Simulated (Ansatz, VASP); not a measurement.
**Two plane-wave programs on ZrNbGe2**

```
Zr Nb Ge
1.0
     3.71740    0.00000    0.00000
     0.00000    3.71740    0.00000
     0.00000    0.00000    5.04052
Zr Nb Ge
1 1 2
Direct
  0.00000 0.00000 0.00000
  0.50000 0.50000 0.50000
  0.00000 0.00000 0.50000
  0.50000 0.50000 0.00000
```

Change from the starting cell: species swapped into the LiGdS2 type (P4/mmm, No. 123).

Alike in both runs: task single point; functional PBE; k mesh 6 × 6 × 4; occupations gaussian, width 0.1 eV; no spin polarisation.

```csv
,VASP,Ansatz
version,VASP 6.6.1,Ansatz 0.2.0
potentials or method,"VASP PAW PBE potentials, release 64 (Zr_sv, Nb_sv, Ge_d), cutoff 520 eV","scalar-relativistic, plane waves, PAW"
valence electrons in the cell,53,53
```

|  | VASP | Ansatz | Ansatz less VASP |
| --- | --- | --- | --- |
| gap on the k mesh at the Fermi level (eV) | none | none | - |
| pressure (GPa) | 16.5 | 16.4 | -0.09 |
| traceless stress, the component that is largest in VASP (GPa) | 10.03 | 10.00 | -0.026 |

A gap of «none» marks a metal or a gap that the smearing closes.
